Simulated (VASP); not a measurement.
Set up this calculation in VASP 6.6.1, as the native input.

```yaml
Task: single point
Functional: PBE
Potentials_or_basis: VASP PAW PBE potentials, release 64 (Sr_sv, Ti_sv, O)
Cutoff: 520 eV
k_mesh: 6 × 6 × 6
Occupations: gaussian, width 0.01 eV
Spin: no spin polarisation
Dipole_correction: no
Further_INCAR_settings: ALGO = Normal; EDIFF = 1e-06; NBANDS = 28
```

The structure of SrTiO3 (Tausonite) lies in POSCAR:

```
SrTiO3
1.0
    3.9068515002      0.0000000000      0.0000000000
    0.0000000000      3.9068515002      0.0000000000
    0.0000000000      0.0000000000      3.9068515002
Sr Ti O
1 1 3
Direct
    0.5000000000      0.5000000000      0.5000000000
    0.0000000000      0.0000000000      0.0000000000
    0.5000000000      0.0000000000      0.0000000000
    0.0000000000      0.5000000000      0.0000000000
    0.0000000000      0.0000000000      0.5000000000
```

These files were run (other wordings do the same):

INCAR

```
PREC = Accurate
ENCUT = 520
EDIFF = 1E-6
ISMEAR = 0
SIGMA = 0.01
LREAL = F
LASPH = T
NELM = 60
ALGO = Normal
ISIF = 2
LWAVE = F
LCHARG = T
GGA = PE
LELF = T
LVHAR = T
NBANDS = 28
```

KPOINTS

```
regular mesh
0
Gamma
  6 6 6
```

Potentials or basis: VASP PAW PBE potentials, release 64 (Sr_sv, Ti_sv, O).

The run is started by

```sh
$ cat potpaw_PBE.64/Sr_sv/POTCAR potpaw_PBE.64/Ti_sv/POTCAR potpaw_PBE.64/O/POTCAR > POTCAR
$ mpirun -np 1 vasp_std > vasp.out
```

It gave:

The pressure is 4.7 GPa. The band gap on the k mesh is 1.85 eV, indirect (least direct gap 2.21 eV).

Run time: 28 s on 1 thread of Intel(R) Xeon(R) 6975P-C (Granite Rapids), on a shared host, peak memory 0.18 GiB.
